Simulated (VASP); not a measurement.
# SrCl2 (Immm) in VASP: further runs, part 3 of 3

VASP 6.6.1. The steps go on from the part before.

**6. Single point, PBE (strain +0.0937 x Voigt [0, 0, 0, 0, 1, 0])**

INCAR reads:

```
SYSTEM = SrCl2
PREC     = Accurate       ! precision mode
ENCUT    = 520            ! plane-wave cutoff, eV
EDIFF    = 1E-7           ! SCF threshold, eV
ISMEAR   = 0              ! smearing method
SIGMA    = 0.05           ! smearing width, eV
LREAL    = .FALSE.        ! projectors in reciprocal space
LASPH    = .TRUE.         ! aspherical terms in the spheres
NELM     = 100            ! most SCF steps
ALGO     = Normal         ! electronic algorithm
ISIF     = 2              ! what is computed and relaxed
LWAVE    = .FALSE.        ! write WAVECAR
LCHARG   = .FALSE.        ! write CHGCAR
GGA      = PE             ! functional
NBANDS   = 19             ! bands
```

KPOINTS reads:

```
Automatic mesh
0
G
  6 6 6
  0 0 0
```

POSCAR reads:

```
SrCl2
1.0
    0.1632956750      3.4855000000      3.4855000000
    3.6487956750      0.0000000000      3.6487956750
    3.4855000000      3.4855000000      0.1632956750
Sr Cl
1 2
Direct
    0.0000000000      0.0000000000      0.0000000000
    0.2500000000      0.2500000000      0.2500000000
    0.7500000000      0.7500000000      0.7500000000
```

Potentials or basis: VASP PAW PBE potentials, release 64 (Sr_sv, Cl).

Launch:

```sh
$ cat potpaw_PBE.64/Sr_sv/POTCAR potpaw_PBE.64/Cl/POTCAR > POTCAR
$ mpirun -np 1 vasp_std > vasp.out
```

OUTCAR:

```text
SYSTEM = SrCl2
   PREC = Accurate
   ENCUT = 520
   EDIFF = 1E-7
   ISMEAR = 0
   LREAL = .FALSE.
   LASPH = .TRUE.
   NELM = 100
   ISIF = 2
   GGA = PE

 ion  position               nearest neighbor table
   1  0.000  0.000  0.000-   3 2.93   2 2.93   2 2.93   3 2.93   3 3.11   3 3.11   2 3.11   2 3.11

   2  0.250  0.250  0.250-   1 2.93   1 2.93   1 3.11   1 3.11
   3  0.750  0.750  0.750-   1 2.93   1 2.93   1 3.11   1 3.11

  LATTYP: Found a body centered orthorhombic cell.
 ALAT       =     4.6983064134
 B/A-ratio  =     1.0983056182
 C/A-ratio  =     1.4837261316

  Lattice vectors:

 A1 = (   0.1632956750,  -3.4855000000,   3.4855000000)
 A2 = (  -0.1632956750,  -3.4855000000,  -3.4855000000)
 A3 = (   3.4855000000,   3.4855000000,   0.1632956750)

Analysis of symmetry for initial positions (statically):
=====================================================================
 Subroutine PRICEL returns:
 Original cell was already a primitive cell.

 Routine SETGRP: Setting up the symmetry group for a
 body centered orthorhombic supercell.

 Subroutine GETGRP returns: Found  8 space group operations
 (whereof  8 operations were pure point group operations)
 out of a pool of  8 trial point group operations.

The static configuration has the point symmetry D_2h.

Analysis of symmetry for dynamics (positions and initial velocities):
=====================================================================
 Subroutine PRICEL returns:
 Original cell was already a primitive cell.

 Routine SETGRP: Setting up the symmetry group for a
 body centered orthorhombic supercell.

 Subroutine GETGRP returns: Found  8 space group operations
 (whereof  8 operations were pure point group operations)
 out of a pool of  8 trial point group operations.

The dynamic configuration has the point symmetry D_2h.

 Subroutine INISYM returns: Found  8 space group operations
[... 111 lines left out ...]
   NUPDOWN=      -1.0000    fix difference up-down
   EMIN   =  10.00;   EMAX   =-10.00  energy-range for DOS
   EFERMI =   0.00;   METHOD = LEGACY
   ISMEAR =     0;   SIGMA  =   0.05  broadening in eV -4-tet -1-fermi 0-gaus
   EFERMI_NEDOS =   21; number of points for ismear=-14 and -15
   IALGO  =     38    algorithm
   IMIX   =      4    mixing-type and parameters
     AMIX     =   0.40;   BMIX     =  1.00
     AMIX_MAG =   1.60;   BMIX_MAG =  1.00
  volume/ion in A,a.u.               =      28.17       190.08
  Fermi-wavevector in a.u.,A,eV,Ry     =   1.076106  2.033545 15.755593  1.158003
  Thomas-Fermi vector in A             =   2.211981
   LORBIT       =      0    0 simple, 1 ext, 2 COOP (PROOUT), +10 PAW based schemes
   GGA     = PE    functional components
   LHFCALC =     F    Hartree Fock is set to
   AEXX    =    0.0000 exact exchange contribution
   IVDW    =     0    specifies the selected vdW correction
   LEPSILON=     F    determine dielectric tensor
   LRPA    =     F    only Hartree local field effects (RPA)
 non-spin polarized calculation
 Gauss-broadening in eV      SIGMA  =   0.05
  energy-cutoff  :      520.00
  volume of cell :       84.50
 maximum number of plane-waves:      2293
 NGX is ok and might be reduce to    40
   NGX = 19   NGY = 19   NGZ = 19

 number of electron      23.9999998 magnetization

 Free energy of the ion-electron system (eV)
  ---------------------------------------------------
  ext. energy  EPLUGINS =         0.00000000
  ---------------------------------------------------
  free energy    TOTEN  =       -12.74328776 eV

  energy without entropy =      -12.74328776  energy(sigma->0) =      -12.74328776

 E-fermi :   0.4555     XC(G=0):  -8.3004

 val. band max:        0.1633146306   @ k =   0.5000   0.0000   0.5000
 cond. band min:       5.5224964045   @ k =   0.0000   0.0000   0.0000
 fundamental gap:      5.3591817738
 Fermi energy:         0.4554891396

 k-point     1 :       0.0000    0.0000    0.0000
  band No.  band energies     occupation
      1     -32.6709      2.00000
      2     -14.6906      2.00000
      3     -14.6759      2.00000
      4     -14.6651      2.00000
      5     -13.1448      2.00000
      6     -12.2674      2.00000
[... 505 lines left out ...]
      6     -12.3976      2.00000
[... 11 lines left out ...]
     18       9.1823      0.00000
     19       9.4929      0.00000

 [... further k-points ...]
[... 5 lines left out ...]
  --------------------------------------------------------------------------------------
  -------------------------------------------------------------------------------------
  Total        0.8342569      0.8783852      0.8342569      0.0000000      0.0000000     -0.7749568
  in kB       15.8175576     16.6542325     15.8175576      0.0000000      0.0000000    -14.6932238
  external PRESSURE =      16.0964493 kB  Pullay stress =       0.0000000 kB

 VOLUME and BASIS-vectors are now :
 -----------------------------------------------------------------------------
  energy-cutoff  :      520.00
  volume of cell :       84.50
      direct lattice vectors                 reciprocal lattice vectors
     0.163295675  3.485500000  3.485500000    -0.150502483  0.143451442  0.150502483
     3.648795675  0.000000000  3.648795675     0.137031515 -0.143451442  0.137031515
     3.485500000  3.485500000  0.163295675     0.150502483  0.143451442 -0.150502483

 POSITION                                       TOTAL-FORCE (eV/Angst)
 -----------------------------------------------------------------------------------
      0.00000      0.00000      0.00000        -0.000000     -0.000000     -0.000000
      1.82440      1.74275      1.82440         0.000000     -0.248821      0.000000
      5.47319      5.22825      5.47319        -0.000000      0.248821     -0.000000
 -----------------------------------------------------------------------------------
    total drift:                               -0.000000     -0.000000      0.000000

  FREE ENERGIE OF THE ION-ELECTRON SYSTEM (eV)
  ---------------------------------------------------
  free  energy   TOTEN  =       -12.7432877592 eV

  energy  without entropy=      -12.7432877592  energy(sigma->0) =      -12.74328776
```

OSZICAR:

```text
N       E                     dE             d eps       ncg     rms          rms(c)
DAV:   1     0.140599234498E+03    0.14060E+03   -0.11389E+04  1748   0.113E+03
DAV:   2    -0.368836336238E+01   -0.14429E+03   -0.14040E+03  2271   0.221E+02
DAV:   3    -0.127849378386E+02   -0.90966E+01   -0.90670E+01  2413   0.551E+01
DAV:   4    -0.130241578534E+02   -0.23922E+00   -0.23887E+00  2832   0.772E+00
DAV:   5    -0.130272423124E+02   -0.30845E-02   -0.30842E-02  2449   0.777E-01    0.136E+01
DAV:   6    -0.127265337060E+02    0.30071E+00   -0.60604E-01  2032   0.434E+00    0.869E+00
DAV:   7    -0.127362778022E+02   -0.97441E-02   -0.38857E-01  2364   0.372E+00    0.209E+00
DAV:   8    -0.127408499375E+02   -0.45721E-02   -0.57898E-02  1997   0.132E+00    0.431E-01
DAV:   9    -0.127418214327E+02   -0.97150E-03   -0.19749E-03  2240   0.273E-01    0.155E-01
DAV:  10    -0.127431168140E+02   -0.12954E-02   -0.82906E-04  1887   0.169E-01    0.322E-02
DAV:  11    -0.127432625781E+02   -0.14576E-03   -0.98193E-05  2234   0.560E-02    0.403E-02
DAV:  12    -0.127432858007E+02   -0.23223E-04   -0.22898E-05  1909   0.253E-02    0.431E-03
DAV:  13    -0.127432874565E+02   -0.16557E-05   -0.19347E-06  2319   0.823E-03    0.271E-03
DAV:  14    -0.127432877436E+02   -0.28717E-06   -0.38511E-07  1908   0.373E-03    0.195E-03
DAV:  15    -0.127432877592E+02   -0.15553E-07   -0.50999E-08  1918   0.135E-03
   1 F= -.12743288E+02 E0= -.12743288E+02  d E =-.339097E-18
```

stdout:

```text
POSCAR found type information on POSCAR SrCl
 POSCAR found :  2 types and       3 ions
 scaLAPACK will be used
 LDA part: xc-table for (Slater+PW92), standard interpolation
 POSCAR, INCAR and KPOINTS ok, starting setup
 FFT: planning ... GRIDC
 FFT: planning ... GRID_SOFT
 FFT: planning ... GRID
 WAVECAR not read
 entering main loop
```

It took 2.5 min on 1 thread of AMD EPYC 7R13, shared host; peak memory 0.24 GiB.

What came out:

```yaml
Free_energy: -12.7433 eV
Pressure: 1.6 GPa
Largest_force: 0.249 eV/Å
Band_gap_on_the_k_mesh: 5.36 eV, indirect (least direct gap 5.54 eV)
```

Forces in eV/Å, atoms in the order of the input:
```
Sr   0.000  0.000  0.000
Cl   0.000 -0.249  0.000
Cl   0.000  0.249  0.000
```

Stress tensor (GPa, compression positive):
```
 1.58  0.00 -1.47
 0.00  1.67  0.00
-1.47  0.00  1.58
```

Levels at points of the mesh, in eV from the valence-band top:
```csv
k point,band 8,band 9,band 10,band 11,band 12,band 13,band 14,band 15,band 16,band 17
"(0.00, 0.00, 0.00)",-2.14,-2.08,-0.39,-0.33,-0.26,5.36,6.10,6.16,8.58,9.10
"(0.50, 0.00, 0.00)",-1.53,-1.52,-1.30,-1.09,-1.03,6.67,6.96,7.62,7.92,8.40
"(0.00, 0.50, 0.00)",-1.60,-1.44,-1.33,-1.04,-0.98,6.56,6.82,7.41,7.88,8.32
"(0.50, 0.50, 0.00)",-1.86,-1.86,-0.42,-0.42,0.00,5.53,6.96,7.65,8.02,8.23
"(0.50, 0.00, 0.50)",-2.01,-1.71,-0.62,-0.19,0.00,5.54,7.03,7.65,7.77,8.33
```

Caveat: the cell differs from its parent crystal (strain +0.0937 x Voigt [0, 0, 0, 0, 1, 0]).

**7. Single point, PBE (strain +0.0562 x Voigt [0, 0, 0, 0, 1, 0])**

INCAR reads:

```
SYSTEM = SrCl2
PREC = Accurate
ENCUT = 520
EDIFF = 1E-6
ISMEAR = 0
SIGMA = 0.05
LREAL = .FALSE.
LASPH = .TRUE.
NELM = 80
ALGO = Normal
ISIF = 2
LWAVE = .FALSE.
LCHARG = .TRUE.
GGA = PE
LELF = .TRUE.
LVHAR = .TRUE.
NBANDS = 19
```

KPOINTS reads:

```
regular mesh
0
G
  6 6 6
  0 0 0
```

POSCAR reads:

```
SrCl2
1.0
    0.0979425500      3.4855000000      3.4855000000
    3.5834425500      0.0000000000      3.5834425500
    3.4855000000      3.4855000000      0.0979425500
Sr Cl
1 2
Direct
    0.0000000000      0.0000000000      0.0000000000
    0.2500000000      0.2500000000      0.2500000000
    0.7500000000      0.7500000000      0.7500000000
```

Launch:

```sh
$ cat potpaw_PBE.64/Sr_sv/POTCAR potpaw_PBE.64/Cl/POTCAR > POTCAR
$ mpirun -np 1 vasp_std > vasp.out
```

It took 3.1 min on 1 thread of AMD EPYC 7R13, shared host; peak memory 0.24 GiB.

Results (log left out):

| Quantity | Value |
| --- | --- |
| Free energy | -12.7675 eV |
| Pressure | 1.3 GPa |
| Largest force | 0.146 eV/Å |
| Band gap on the k mesh | 5.35 eV, indirect (least direct gap 5.52 eV) |

Forces on the atoms (eV/Å):
```
Sr   0.000  0.000  0.000
Cl   0.000 -0.146  0.000
Cl   0.000  0.146  0.000
```

Stress tensor (GPa, compression positive):
```
 1.32  0.00 -0.86
 0.00  1.35  0.00
-0.86  0.00  1.32
```

Levels at points of the mesh, in eV from the valence-band top:
```csv
k point,band 10,band 11,band 12,band 13,band 14,band 15
"(0.00, 0.00, 0.00)",-0.37,-0.34,-0.30,5.35,6.10,6.12
"(0.50, 0.00, 0.00)",-1.31,-1.08,-1.04,6.68,6.85,7.58
"(0.00, 0.50, 0.00)",-1.33,-1.05,-1.01,6.61,6.77,7.45
"(0.50, 0.50, 0.00)",-0.41,-0.41,0.00,5.51,7.01,7.62
"(0.50, 0.00, 0.50)",-0.54,-0.27,0.00,5.52,7.04,7.62
```

Caveat: the cell differs from its parent crystal (strain +0.0562 x Voigt [0, 0, 0, 0, 1, 0]).

**8. Summary**

| cell | gap on the mesh (eV) | pressure (GPa) | largest force (eV/Å) |
| --- | --- | --- | --- |
| a = 4.936, b = 4.560 Å, angles 62.5, 64.9, 62.5°, 3 atoms | 5.37 | 2.3 | 0.42 |
| a = 4.933, b = 5.207 Å, angles 58.1, 56.3, 58.1°, 3 atoms | 5.36 | 1.8 | 0.30 |
| a = 4.931, b = 4.744 Å, angles 61.2, 62.5, 61.2°, 3 atoms | 5.36 | 1.4 | 0.20 |
| a = 4.935, b = 5.253 Å, angles 57.8, 55.6, 57.8°, 3 atoms | 5.37 | 2.0 | 0.36 |
| a = 4.932, b = 5.160 Å, angles 58.5, 56.9, 58.5°, 3 atoms | 5.36 | 1.6 | 0.25 |
| a = 4.930, b = 5.068 Å, angles 59.1, 58.1, 59.1°, 3 atoms | 5.35 | 1.3 | 0.15 |

Alike in all rows: task single point; level PBE; potentials or basis VASP PAW PBE potentials, release 64 (Sr_sv, Cl); no spin polarisation; k mesh 6 × 6 × 6; cutoff (eV) 520; smearing gaussian 0.05 eV.

Absolute energies hang on the potentials; compare differences alone.
